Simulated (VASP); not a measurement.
# KBr (Pm-3m) in VASP: settings compared

KBr is run at these levels: HSE06, PBE0, PBE-based screened hybrid; tasks: single point.

Program: VASP 6.6.1. These are calculated values, not measurements. Logs are shortened: lines on timing, memory, paths and dates and some standing lists are left out, and cuts for length are marked.

## (1) The cell of the first run

Symmetry: Pm-3m, No. 221, cubic system. The conventional cell has a = 3.976 Å, b = 3.976 Å, c = 3.976 Å, α = 90.00°, β = 90.00°, γ = 90.00°. Within 4.5 Å of K (site symmetry m-3m) lie 8 Br at 3.44 Å and 6 K at 3.98 Å. Within 4.5 Å of Br (site symmetry m-3m) lie 8 K at 3.44 Å and 6 Br at 3.98 Å.

## (2) Single point, HSE06

File POSCAR:

```
KBr
1.0
    3.9762553130      0.0000000000      0.0000000000
    0.0000000000      3.9762553130      0.0000000000
    0.0000000000      0.0000000000      3.9762553130
K Br
1 1
Direct
    0.0000000000      0.0000000000      0.0000000000
    0.5000000000      0.5000000000      0.5000000000
```

File INCAR.step1:

```
PREC = Accurate
ENCUT = 520
EDIFF = 1E-5
ISMEAR = 0
SIGMA = 0.01
LREAL = F
LASPH = T
NELM = 80
ALGO = Normal
ISIF = 2
LWAVE = T
LCHARG = F
GGA = PE
NBANDS = 15
```

File INCAR.step2:

```
PREC = Accurate
ENCUT = 520
EDIFF = 1E-6
ISMEAR = 0
SIGMA = 0.01
LREAL = F
LASPH = T
NELM = 80
ALGO = Normal
ISIF = 2
LWAVE = F
LCHARG = F
GGA = PE
LHFCALC = T
HFSCREEN = 0.2079
PRECFOCK = Normal
ISTART = 1
NBANDS = 15
```

File KPOINTS:

```
Automatic mesh
0
Gamma
  4 4 4
```

Potentials or basis: VASP PAW PBE potentials, release 64 (K_sv, Br).

Launch:

```bash
$ cat potpaw_PBE.64/K_sv/POTCAR potpaw_PBE.64/Br/POTCAR > POTCAR
$ cp INCAR.step1 INCAR
$ mpirun -np 1 vasp_std > vasp.out
$ cp INCAR.step2 INCAR
$ mpirun -np 1 vasp_std > vasp.out
```

OUTCAR:

```text
PREC = Accurate
   ENCUT = 520
   EDIFF = 1E-6
   ISMEAR = 0
   LREAL = F
   LASPH = T
   NELM = 80
   ISIF = 2
   GGA = PE
   LHFCALC = T
   HFSCREEN = 0.2079
   PRECFOCK = Normal
   ISTART = 1

 ion  position               nearest neighbor table
   1  0.000  0.000  0.000-
   2  0.500  0.500  0.500-

  LATTYP: Found a simple cubic cell.
 ALAT       =     3.9762553130

  Lattice vectors:

 A1 = (   3.9762553130,   0.0000000000,   0.0000000000)
 A2 = (   0.0000000000,   3.9762553130,   0.0000000000)
 A3 = (   0.0000000000,   0.0000000000,   3.9762553130)

Analysis of symmetry for initial positions (statically):
=====================================================================
 Subroutine PRICEL returns:
 Original cell was already a primitive cell.

 Routine SETGRP: Setting up the symmetry group for a
 simple cubic supercell.

 Subroutine GETGRP returns: Found 48 space group operations
 (whereof 48 operations were pure point group operations)
 out of a pool of 48 trial point group operations.

The static configuration has the point symmetry O_h .

Analysis of symmetry for dynamics (positions and initial velocities):
=====================================================================
 Subroutine PRICEL returns:
 Original cell was already a primitive cell.

 Routine SETGRP: Setting up the symmetry group for a
 simple cubic supercell.

 Subroutine GETGRP returns: Found 48 space group operations
 (whereof 48 operations were pure point group operations)
 out of a pool of 48 trial point group operations.

The dynamic configuration has the point symmetry O_h .

 Subroutine INISYM returns: Found 48 space group operations
 (whereof 48 operations are pure point group operations),
 and found     1 'primitive' translations

----------------------------------------------------------------------------------------

                                     Primitive cell

  volume of cell :      62.8670

  direct lattice vectors                    reciprocal lattice vectors
     3.976255313  0.000000000  0.000000000     0.251492905  0.000000000  0.000000000
     0.000000000  3.976255313  0.000000000     0.000000000  0.251492905  0.000000000
     0.000000000  0.000000000  3.976255313     0.000000000  0.000000000  0.251492905

  length of vectors
     3.976255313  3.976255313  3.976255313     0.251492905  0.251492905  0.251492905

  position of ions in fractional coordinates (direct lattice)
     0.000000000  0.000000000  0.000000000
     0.500000000  0.500000000  0.500000000

  ion indices of the primitive-cell ions
   primitive index   ion index
                 1           1
                 2           2

----------------------------------------------------------------------------------------

 KPOINTS: Automatic mesh

Automatic generation of k-mesh.
 Grid dimensions read from file:
 generate k-points for:    4    4    4

 Generating k-lattice:

  Cartesian coordinates                     Fractional coordinates (reciprocal lattice)
     0.062873226  0.000000000  0.000000000     0.250000000  0.000000000  0.000000000
     0.000000000  0.062873226  0.000000000     0.000000000  0.250000000  0.000000000
     0.000000000  0.000000000  0.062873226     0.000000000  0.000000000  0.250000000

  Length of vectors
     0.062873226  0.062873226  0.062873226

  Shift w.r.t. Gamma in fractional coordinates (k-lattice)
     0.000000000  0.000000000  0.000000000

 Subroutine IBZKPT returns following result:
 ===========================================

 Found     10 irreducible k-points:

 Following reciprocal coordinates:
            Coordinates               Weight
  0.000000  0.000000  0.000000      1.000000
  0.250000  0.000000  0.000000      6.000000
  0.500000  0.000000  0.000000      3.000000
  0.250000  0.250000  0.000000     12.000000
  0.500000  0.250000  0.000000     12.000000
  0.500000  0.500000  0.000000      3.000000
  0.250000  0.250000  0.250000      8.000000
  0.500000  0.250000  0.250000     12.000000
  0.500000  0.500000  0.250000      6.000000
  0.500000  0.500000  0.500000      1.000000
   k-points           NKPTS =     10   k-points in BZ     NKDIM =     64   number of bands    NBANDS=     15
   number of dos      NEDOS =    301   number of ions     NIONS =      2
   total plane-waves  NPLWV =  27000
   dimension x,y,z NGX =    30 NGY =   30 NGZ =   30
   dimension x,y,z NGXF=    60 NGYF=   60 NGZF=   60
   ions per type =               1   1
   NGX,Y,Z   is equivalent  to a cutoff of  12.54, 12.54, 12.54 a.u.
   NGXF,Y,Z  is equivalent  to a cutoff of  25.09, 25.09, 25.09 a.u.
 SYSTEM =  unknown system
   PREC   = accura    normal or accurate (medium, high low for compatibility)
   ISTART =      1    job   : 0-new  1-cont  2-samecut
   ICHARG =      0    charge: 1-file 2-atom 10-const
   ISPIN  =      1    spin polarized calculation?
   LNONCOLLINEAR =      F non collinear calculations
   LSORBIT =      F    spin-orbit coupling
   LASPH  =      T    aspherical Exc in radial PAW
   ENCUT  =  520.0 eV  38.22 Ry    6.18 a.u.   7.39  7.39  7.39*2*pi/ulx,y,z
   NELM   =     80;   NELMIN=  2; NELMDL=  0     # of ELM steps
   EDIFF  = 0.1E-05   stopping-criterion for ELM
   LREAL  =      F    real-space projection
   EDIFFG = 0.1E-04   stopping-criterion for IOM
   NSW    =      0    number of steps for IOM
   IBRION =     -1    ionic relax: 0-MD 1-quasi-New 2-CG
   NFREE  =      0    steps in history (QN), initial steepest desc. (CG)
   ISIF   =      2    stress and relaxation
   ISYM   =      3    0-nonsym 1-usesym 2-fastsym
   POTIM  = 0.5000    time-step for ionic-motion
   TEBEG  =    0.0;   TEEND  =   0.0 temperature during run
   PSTRESS=    0.0 pullay stress
   NELECT =      16.0000    total number of electrons
   NUPDOWN=      -1.0000    fix difference up-down
   EMIN   =  10.00;   EMAX   =-10.00  energy-range for DOS
   EFERMI =   0.00;   METHOD = LEGACY
   ISMEAR =     0;   SIGMA  =   0.01  broadening in eV -4-tet -1-fermi 0-gaus
   EFERMI_NEDOS =   21; number of points for ismear=-14 and -15
   IALGO  =     38    algorithm
   IMIX   =      1    mixing-type and parameters
     AMIX     =   0.40;   BMIX     =  1.00
     AMIX_MAG =   1.60;   BMIX_MAG =  1.00
  volume/ion in A,a.u.               =      31.43       212.12
  Fermi-wavevector in a.u.,A,eV,Ry     =   1.037466  1.960527 14.644438  1.076336
  Thomas-Fermi vector in A             =   2.171905
   LORBIT       =      0    0 simple, 1 ext, 2 COOP (PROOUT), +10 PAW based schemes
   GGA     = PE    functional components
   LHFCALC =     T    Hartree Fock is set to
   PRECFOCK=normal    Normal, Fast or Accurate (Low or Medium for compatibility)
   ENCUT4O =  -1.0   cutoff for four orbital integrals eV
   NKREDX  =     1    reduce k-point grid by
   NKREDY  =     1    reduce k-point grid by
   NKREDZ  =     1    reduce k-point grid by
   AEXX    =    0.2500 exact exchange contribution
   HFSCREEN=    0.2079 screening length (either q_TF or 0.3 A-1)
   HFSCREENC=   0.2079 screening length for correlation (either q_TF or 0.3 A-1)
   ENCUTFOCK=  -1.0 apply spherical cutoff to Coloumb kernel
   IVDW    =     0    specifies the selected vdW correction
   LEPSILON=     F    determine dielectric tensor
   LRPA    =     F    only Hartree local field effects (RPA)
 non-spin polarized calculation
 Gauss-broadening in eV      SIGMA  =   0.01
  energy-cutoff  :      520.00
  volume of cell :       62.87
 maximum number of plane-waves:      1743
 NGX is ok and might be reduce to    30
  NGX = 24; NGY = 24; NGZ = 24

 number of electron      15.9999996 magnetization

 Free energy of the ion-electron system (eV)
  ---------------------------------------------------
  ext. energy  EPLUGINS =         0.00000000
  ---------------------------------------------------
  free energy    TOTEN  =        -7.02305343 eV

  energy without entropy =       -7.02305343  energy(sigma->0) =       -7.02305343

 E-fermi :  -1.2490     XC(G=0):  -6.7112

 val. band max:       -1.3345262662   @ k =   0.5000   0.5000   0.0000
 cond. band min:       3.8550870926   @ k =   0.0000   0.0000   0.0000
 fundamental gap:      5.1896133588
 Fermi energy:        -1.2490259334

 k-point     1 :       0.0000    0.0000    0.0000
  band No.  band energies     occupation
      1     -32.1833      2.00000
      2     -15.2989      2.00000
      3     -14.2489      2.00000
      4     -14.2489      2.00000
      5     -14.2489      2.00000
      6      -1.6339      2.00000
      7      -1.6339      2.00000
      8      -1.6339      2.00000
      9       3.8551      0.00000
     10       5.7084      0.00000
     11       5.7084      0.00000
     12      10.1010      0.00000
     13      10.1010      0.00000
     14      10.1010      0.00000
     15      12.7847      0.00000

 k-point     2 :       0.2500    0.0000    0.0000
  band No.  band energies     occupation
      1     -32.1768      2.00000
      2     -15.3800      2.00000
      3     -14.2363      2.00000
      4     -14.2363      2.00000
      5     -14.1443      2.00000
      6      -2.7332      2.00000
      7      -1.6180      2.00000
      8      -1.6180      2.00000
      9       5.1016      0.00000
     10       6.2337      0.00000
     11       7.0047      0.00000
     12       9.9481      0.00000
     13       9.9481      0.00000
     14      10.3944      0.00000
     15      10.7528      0.00000
[... 113 lines left out ...]
      3     -14.3974      2.00000
      4     -14.3974      2.00000
      5     -14.2913      2.00000
      6      -2.9590      2.00000
      7      -2.9590      2.00000
      8      -2.2552      2.00000
      9       6.0076      0.00000
     10       7.7219      0.00000
     11       7.7219      0.00000
     12       8.2756      0.00000
     13      10.3017      0.00000
     14      10.3017      0.00000
     15      11.7521      0.00000

 k-point    10 :       0.5000    0.5000    0.5000
  band No.  band energies     occupation
      1     -32.1465      2.00000
      2     -14.8256      2.00000
      3     -14.3747      2.00000
      4     -14.3747      2.00000
      5     -14.3747      2.00000
      6      -2.9858      2.00000
      7      -2.9858      2.00000
      8      -2.9858      2.00000
      9       7.3707      0.00000
     10       7.3707      0.00000
     11       7.3707      0.00000
     12       9.9095      0.00000
     13       9.9095      0.00000
     14       9.9095      0.00000
     15      11.8949      0.00000

------------------------ aborting loop because EDIFF is reached ----------------------------------------

  FORCE on cell =-STRESS in cart. coord.  units (eV):
  Direction    XX          YY          ZZ          XY          YZ          ZX
  --------------------------------------------------------------------------------------
  -------------------------------------------------------------------------------------
  Total        0.2027511      0.2027511      0.2027511      0.0000000     -0.0000000      0.0000000
  in kB        5.1671505      5.1671505      5.1671505      0.0000000     -0.0000000      0.0000000
  external PRESSURE =       5.1671505 kB  Pullay stress =       0.0000000 kB

 VOLUME and BASIS-vectors are now :
 -----------------------------------------------------------------------------
  energy-cutoff  :      520.00
  volume of cell :       62.87
      direct lattice vectors                 reciprocal lattice vectors
     3.976255313  0.000000000  0.000000000     0.251492905  0.000000000  0.000000000
     0.000000000  3.976255313  0.000000000     0.000000000  0.251492905  0.000000000
     0.000000000  0.000000000  3.976255313     0.000000000  0.000000000  0.251492905

 POSITION                                       TOTAL-FORCE (eV/Angst)
 -----------------------------------------------------------------------------------
      0.00000      0.00000      0.00000         0.000000      0.000000      0.000000
      1.98813      1.98813      1.98813         0.000000      0.000000      0.000000
 -----------------------------------------------------------------------------------
    total drift:                               -0.000001     -0.000001     -0.000001

  FREE ENERGIE OF THE ION-ELECTRON SYSTEM (eV)
  ---------------------------------------------------
  free  energy   TOTEN  =        -7.0230534272 eV

  energy  without entropy=       -7.0230534272  energy(sigma->0) =       -7.02305343
```

Run time: 3.3 min. Hardware: 1 thread of Intel Xeon 6975P-C (Granite Rapids), shared host; peak memory 0.27 GiB.

Results:

| Item | Value |
| --- | --- |
| Free energy | -7.0231 eV |
| Pressure | 0.5 GPa |
| Band gap on the k mesh | 5.19 eV, indirect (least direct gap 5.49 eV) |

Levels at points of the mesh, in eV from the valence-band top:
| k point | band 5 | band 6 | band 7 | band 8 | band 9 | band 10 | band 11 | band 12 |
| --- | --- | --- | --- | --- | --- | --- | --- | --- |
| (0.00, 0.00, 0.00) | -12.91 | -0.30 | -0.30 | -0.30 | 5.19 | 7.04 | 7.04 | 11.44 |
| (0.50, 0.00, 0.00) | -12.70 | -2.22 | -0.27 | -0.27 | 7.89 | 8.61 | 9.30 | 10.14 |
| (0.50, 0.50, 0.00) | -12.87 | -1.60 | -1.60 | 0.00 | 6.42 | 7.87 | 9.54 | 9.54 |
| (0.50, 0.50, 0.50) | -13.04 | -1.65 | -1.65 | -1.65 | 8.71 | 8.71 | 8.71 | 11.24 |

Caveat: the PAW data sets were made with another functional, which shifts forces and pressure a little. A k mesh can miss the band edges.

## (3) Single point, PBE0

POSCAR is that of step 2.

File INCAR.step1:

```
SYSTEM = KBr
ALGO = Normal
EDIFF = 1E-5
ENCUT = 520
GGA = PE
ISIF = 2
ISMEAR = 0
LASPH = .True.
LCHARG = .False.
LREAL = .False.
LWAVE = .True.
NBANDS = 15
NELM = 60
PREC = Accurate
SIGMA = 0.01
```

File INCAR.step2:

```
SYSTEM = KBr
AEXX = 0.25
ALGO = Normal
EDIFF = 1E-7
ENCUT = 520
GGA = PE
ISIF = 2
ISMEAR = 0
ISTART = 1
LASPH = .True.
LCHARG = .False.
LHFCALC = .True.
LREAL = .False.
LWAVE = .False.
NBANDS = 15
NELM = 60
PREC = Accurate
PRECFOCK = Normal
SIGMA = 0.01
```

File KPOINTS:

```
k-points
0
Gamma
  4 4 4
  0 0 0
```

Potentials or basis: VASP PAW PBE potentials, release 64 (K_sv, Br).

Launch:

```bash
$ cat potpaw_PBE.64/K_sv/POTCAR potpaw_PBE.64/Br/POTCAR > POTCAR
$ cp INCAR.step1 INCAR
$ mpirun -np 1 vasp_std > vasp.out
$ cp INCAR.step2 INCAR
$ mpirun -np 1 vasp_std > vasp.out
```

Wall time 3.6 min (1 thread of Intel Xeon 6975P-C (Granite Rapids), shared host); peak memory 0.17 GiB.

It converged, with:

```yaml
Free_energy: -7.5495 eV
Pressure: 0.4 GPa
Band_gap_on_the_k_mesh: 5.91 eV, indirect (least direct gap 6.22 eV)
```

Levels at points of the mesh, in eV from the valence-band top:
```tsv
k point	band 5	band 6	band 7	band 8	band 9	band 10	band 11	band 12
(0.00, 0.00, 0.00)	-12.94	-0.30	-0.30	-0.30	5.91	7.79	7.79	12.22
(0.50, 0.00, 0.00)	-12.72	-2.26	-0.27	-0.27	8.62	9.37	10.07	10.89
(0.50, 0.50, 0.00)	-12.89	-1.62	-1.62	0.00	7.16	8.62	10.31	10.31
(0.50, 0.50, 0.50)	-13.06	-1.67	-1.67	-1.67	9.45	9.45	9.45	12.03
```

Caveat: the PAW data sets were made with another functional, which shifts forces and pressure a little. A k mesh can miss the band edges.

(Part 1 of 2 ends here.)
